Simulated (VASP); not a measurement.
# Ge (P6/mmm) in VASP: notebook

The runs below take Ge through single point, relaxation of cell and atoms, with PBE.

Program: VASP 6.6.1. These are calculated values, not measurements. Logs are shortened: lines on timing, memory, paths and dates and some standing lists are left out, and cuts for length are marked.

## Step 1: The cell of the first run

It takes space group P6/mmm (No. 191, hexagonal). The conventional cell has a = 2.880 Å, b = 2.880 Å, c = 2.699 Å, α = 90.00°, β = 90.00°, γ = 120.00°. Ge (site symmetry 6/mmm) has 8 Ge at 2.70 to 2.88 Å within 3.6 Å.

## Step 2: Single point, PBE

INCAR reads:

```
SYSTEM = Ge
ALGO = Normal
EDIFF = 1E-6
ENCUT = 520
GGA = PE
ISIF = 2
ISMEAR = -1
LASPH = .TRUE.
LCHARG = .FALSE.
LREAL = .FALSE.
LWAVE = .FALSE.
NBANDS = 13
NELM = 100
PREC = Accurate
SIGMA = 0.1
```

KPOINTS reads:

```
k-points
0
G
  17 17 15
  0 0 0
```

POSCAR reads:

```
Ge
1.0
    2.8801323128      0.0000000000      0.0000000000
   -1.4400661564      2.4942677492      0.0000000000
    0.0000000000      0.0000000000      2.6991248732
Ge
1
Direct
    0.0000000000      0.0000000000      0.0000000000
```

Potentials or basis: VASP PAW PBE potentials, release 64 (Ge_d).

Command:

```
$ cat potpaw_PBE.64/Ge_d/POTCAR > POTCAR
$ mpirun -np 1 vasp_std > vasp.out
```

OUTCAR:

```text
SYSTEM = Ge
   EDIFF = 1E-6
   ENCUT = 520
   GGA = PE
   ISIF = 2
   ISMEAR = -1
   LASPH = .TRUE.
   LREAL = .FALSE.
   NELM = 100
   PREC = Accurate

 ion  position               nearest neighbor table
   1  0.000  0.000  0.000-

  LATTYP: Found a hexagonal cell.
 ALAT       =     2.8801323128
 C/A-ratio  =     0.9371530819

  Lattice vectors:

 A1 = (   2.8801323128,   0.0000000000,   0.0000000000)
 A2 = (  -1.4400661564,   2.4942677492,   0.0000000000)
 A3 = (   0.0000000000,   0.0000000000,   2.6991248732)

Analysis of symmetry for initial positions (statically):
=====================================================================
 Subroutine PRICEL returns:
 Original cell was already a primitive cell.

 Routine SETGRP: Setting up the symmetry group for a
 hexagonal supercell.

 Subroutine GETGRP returns: Found 24 space group operations
 (whereof 24 operations were pure point group operations)
 out of a pool of 24 trial point group operations.

The static configuration has the point symmetry D_6h.

Analysis of symmetry for dynamics (positions and initial velocities):
=====================================================================
 Subroutine PRICEL returns:
 Original cell was already a primitive cell.

 Routine SETGRP: Setting up the symmetry group for a
 hexagonal supercell.

 Subroutine GETGRP returns: Found 24 space group operations
 (whereof 24 operations were pure point group operations)
 out of a pool of 24 trial point group operations.

The dynamic configuration has the point symmetry D_6h.

 Subroutine INISYM returns: Found 24 space group operations
 (whereof 24 operations are pure point group operations),
 and found     1 'primitive' translations

----------------------------------------------------------------------------------------

                                     Primitive cell

  volume of cell :      19.3900

  direct lattice vectors                    reciprocal lattice vectors
     2.880132313  0.000000000  0.000000000     0.347206271  0.200459634  0.000000000
    -1.440066156  2.494267749  0.000000000     0.000000000  0.400919268  0.000000000
     0.000000000  0.000000000  2.699124873     0.000000000  0.000000000  0.370490454

  length of vectors
     2.880132313  2.880132313  2.699124873     0.400919268  0.400919268  0.370490454

  position of ions in fractional coordinates (direct lattice)
     0.000000000  0.000000000  0.000000000

  ion indices of the primitive-cell ions
   primitive index   ion index
                 1           1
[... 74 lines left out ...]
   EDIFFG = 0.1E-04   stopping-criterion for IOM
   NSW    =      0    number of steps for IOM
   IBRION =     -1    ionic relax: 0-MD 1-quasi-New 2-CG
   NFREE  =      0    steps in history (QN), initial steepest desc. (CG)
   ISIF   =      2    stress and relaxation
   ISYM   =      2    0-nonsym 1-usesym 2-fastsym
   POTIM  = 0.5000    time-step for ionic-motion
   TEBEG  =    0.0;   TEEND  =   0.0 temperature during run
   PSTRESS=    0.0 pullay stress
   NELECT =      14.0000    total number of electrons
   NUPDOWN=      -1.0000    fix difference up-down
   EMIN   =  10.00;   EMAX   =-10.00  energy-range for DOS
   EFERMI =   0.00;   METHOD = LEGACY
   ISMEAR =    -1;   SIGMA  =   0.10  broadening in eV -4-tet -1-fermi 0-gaus
   EFERMI_NEDOS =   21; number of points for ismear=-14 and -15
   IALGO  =     38    algorithm
   IMIX   =      4    mixing-type and parameters
     AMIX     =   0.40;   BMIX     =  1.00
     AMIX_MAG =   1.60;   BMIX_MAG =  1.00
  volume/ion in A,a.u.               =      19.39       130.85
  Fermi-wavevector in a.u.,A,eV,Ry     =   1.468672  2.775387 29.347714  2.156996
  Thomas-Fermi vector in A             =   2.584141
   LORBIT       =      0    0 simple, 1 ext, 2 COOP (PROOUT), +10 PAW based schemes
   GGA     = PE    functional components
   LHFCALC =     F    Hartree Fock is set to
   AEXX    =    0.0000 exact exchange contribution
   IVDW    =     0    specifies the selected vdW correction
   LEPSILON=     F    determine dielectric tensor
   LRPA    =     F    only Hartree local field effects (RPA)
 non-spin polarized calculation
  energy-cutoff  :      520.00
  volume of cell :       19.39
 maximum number of plane-waves:       544
 NGX is ok and might be reduce to    24
   NGX = 11   NGY = 11   NGZ = 11

 number of electron      13.9999999 magnetization

 Free energy of the ion-electron system (eV)
  ---------------------------------------------------
  ext. energy  EPLUGINS =         0.00000000
  ---------------------------------------------------
  free energy    TOTEN  =        -4.27992609 eV

  energy without entropy =       -4.26591083  energy(sigma->0) =       -4.27291846

 E-fermi :   6.3614     XC(G=0): -11.0962

 val. band max:        6.3590975761   @ k =   0.2353  -0.0000   0.2667
 cond. band min:       6.3811767579   @ k =   0.1765   0.1765   0.0000
 fundamental gap:      0.0220791818
 Fermi energy:         6.3613516719

 k-point     1 :       0.0000    0.0000    0.0000
  band No.  band energies     occupation
      1     -18.4095      2.00000
      2     -18.3282      2.00000
      3     -18.3282      2.00000
      4     -18.1873      2.00000
      5     -18.1873      2.00000
      6      -6.6113      2.00000
      7      12.9134      0.00000
      8      14.4646      0.00000
      9      14.4646      0.00000
     10      16.4680      0.00000
     11      20.3828      0.00000
     12      20.3828      0.00000
     13      20.9021      0.00000
[... 354 lines left out ...]
  band No.  band energies     occupation
      1     -18.3717      2.00000
      2     -18.3336      2.00000
      3     -18.2533      2.00000
      4     -18.2180      2.00000
      5     -18.1983      2.00000
      6      -4.4227      2.00000
      7       6.3812      0.90120
      8       8.4764      0.00000
      9      14.9184      0.00000
     10      18.9289      0.00000
     11      19.8705      0.00000
     12      22.3246      0.00000
     13      27.2088      0.00000

 [... further k-points ...]
[... 5 lines left out ...]
  --------------------------------------------------------------------------------------
  -------------------------------------------------------------------------------------
  Total       -0.0236578     -0.0236578     -0.0268241      0.0000000      0.0000000     -0.0000000
  in kB       -1.9548216     -1.9548216     -2.2164498      0.0000000      0.0000000     -0.0000000
  external PRESSURE =      -2.0420310 kB  Pullay stress =       0.0000000 kB

 VOLUME and BASIS-vectors are now :
 -----------------------------------------------------------------------------
  energy-cutoff  :      520.00
  volume of cell :       19.39
      direct lattice vectors                 reciprocal lattice vectors
     2.880132313  0.000000000  0.000000000     0.347206271  0.200459634  0.000000000
    -1.440066156  2.494267749  0.000000000     0.000000000  0.400919268  0.000000000
     0.000000000  0.000000000  2.699124873     0.000000000  0.000000000  0.370490454

 POSITION                                       TOTAL-FORCE (eV/Angst)
 -----------------------------------------------------------------------------------
      0.00000      0.00000      0.00000        -0.000000      0.000000      0.000000
 -----------------------------------------------------------------------------------
    total drift:                                0.000000      0.000000      0.000000

  FREE ENERGIE OF THE ION-ELECTRON SYSTEM (eV)
  ---------------------------------------------------
  free  energy   TOTEN  =        -4.2799260892 eV

  energy  without entropy=       -4.2659108326  energy(sigma->0) =       -4.27291846
```

OSZICAR:

```text
N       E                     dE             d eps       ncg     rms          rms(c)
DAV:   1     0.631973812790E+02    0.63197E+02   -0.70796E+03  7477   0.296E+03
DAV:   2     0.131699276323E+01   -0.61880E+02   -0.59040E+02  7269   0.419E+02
DAV:   3    -0.421020855828E+01   -0.55272E+01   -0.55044E+01  7884   0.716E+01
DAV:   4    -0.428744645521E+01   -0.77238E-01   -0.77228E-01  7989   0.916E+00
DAV:   5    -0.428822307174E+01   -0.77662E-03   -0.77661E-03  7937   0.101E+00    0.131E+00
DAV:   6    -0.428210995842E+01    0.61131E-02   -0.65623E-03  8644   0.183E+00    0.748E-01
DAV:   7    -0.427999481415E+01    0.21151E-02   -0.50545E-03  8898   0.134E+00    0.730E-02
DAV:   8    -0.427992628977E+01    0.68524E-04   -0.64933E-04  8304   0.584E-01    0.267E-02
DAV:   9    -0.427992635429E+01   -0.64516E-07   -0.17854E-05  8921   0.802E-02    0.859E-03
DAV:  10    -0.427992608923E+01    0.26506E-06   -0.55680E-07  5112   0.884E-03
   1 F= -.42799261E+01 E0= -.42729185E+01  d E =-.140153E-01
```

stdout:

```text
POSCAR found type information on POSCAR Ge
 POSCAR found :  1 types and       1 ions
 scaLAPACK will be used
 LDA part: xc-table for (Slater+PW92), standard interpolation
 POSCAR, INCAR and KPOINTS ok, starting setup
 FFT: planning ... GRIDC
 FFT: planning ... GRID_SOFT
 FFT: planning ... GRID
 WAVECAR not read
 entering main loop
```

Wall time 12 s (1 thread of Intel Xeon 6975P-C (Granite Rapids), shared host); peak memory 0.18 GiB.

Results:

```
Free energy            : -4.2799 eV
Pressure               : -0.2 GPa
Band gap on the k mesh : zero (band 7 reaches 12.99 eV, above the bottom of band 8 at 3.62 eV)
```

Levels at points of the mesh, in eV from the Fermi level:
| k point | band 3 | band 4 | band 5 | band 6 | band 7 | band 8 | band 9 | band 10 | band 11 | band 12 |
| --- | --- | --- | --- | --- | --- | --- | --- | --- | --- | --- |
| (0.00, 0.00, 0.00) | -24.69 | -24.55 | -24.55 | -12.97 | 6.55 | 8.10 | 8.10 | 10.11 | 14.02 | 14.02 |

## Step 3: Relaxation of cell and atoms, PBE

This run uses another cell than the first one, of 19.76 Å³/atom, 1.019 times its volume.

INCAR reads:

```
SYSTEM = Ge
ALGO = Normal
EDIFF = 1E-6
EDIFFG = -0.005
ENCUT = 600
GGA = PE
IBRION = 2
ISIF = 3
ISMEAR = -1
LASPH = .TRUE.
LCHARG = .FALSE.
LREAL = .FALSE.
LWAVE = .FALSE.
NELM = 100
NSW = 60
PREC = Accurate
SIGMA = 0.1
```

KPOINTS is that of step 2.

POSCAR reads:

```
Ge
1.0
    2.8954060997      0.0000000000      0.0000000000
   -1.4477030498      2.5074952366      0.0000000000
    0.0000000000      0.0000000000      2.7216817337
Ge
1
Direct
    0.0000000000      0.0000000000      0.0000000000
```

Potentials or basis: VASP PAW PBE potentials, release 64 (Ge_d).

Command:

```
$ cat potpaw_PBE.64/Ge_d/POTCAR > POTCAR
$ mpirun -np 1 vasp_std > vasp.out
```

Run time: 59 s. Hardware: 1 thread of Intel Xeon 6975P-C (Granite Rapids), shared host; peak memory 0.2 GiB.

It converged, with:

```yaml
Free_energy: -4.2801 eV
Relaxed_volume: 19.41 Å³/atom
Relaxed_cell: a = 2.881 Å, b = 2.881 Å, c = 2.700 Å, α = 90.00°, β = 90.00°, γ = 120.00°
Space_group_after_relaxing_to_0.05_Å: P6/mmm (No. 191)
Energy_gained_by_relaxing: 1.3 meV/atom
Ionic_steps: 8
Pressure_after_relaxing: 0.0 GPa
Band_gap_on_the_k_mesh: zero (band 7 reaches 12.97 eV, above the bottom of band 8 at 3.62 eV)
```

Step by step:
```tsv
step	energy change (eV)	largest force (eV/Å)	pressure (GPa)	volume (Å³)
1	0.0000	0.0000	-1.36	19.76
2	-0.0012	0.0000	0.29	19.28
3	-0.0013	0.0000	-0.17	19.42
4	-0.0013	0.0000	0.17	19.36
5	-0.0013	0.0000	0.03	19.39
6	-0.0013	0.0000	0.07	19.40
7	-0.0013	0.0000	-0.05	19.41
8	-0.0013	0.0000	0.01	19.41
```

Final structure:
```xyz
1
Lattice="2.8810 0.0000 0.0000 -1.4405 2.4950 0.0000 0.0000 0.0000 2.7003" Properties=species:S:1:pos:R:3 pbc="T T T"
Ge    0.0000    0.0000    2.7003
```

Levels at points of the mesh, in eV from the Fermi level:
```
           k point  band 5  band 6  band 7  band 8  band 9  band 10
(0.00, 0.00, 0.00)  -24.55  -12.96    6.54    8.10    8.10    10.10
```
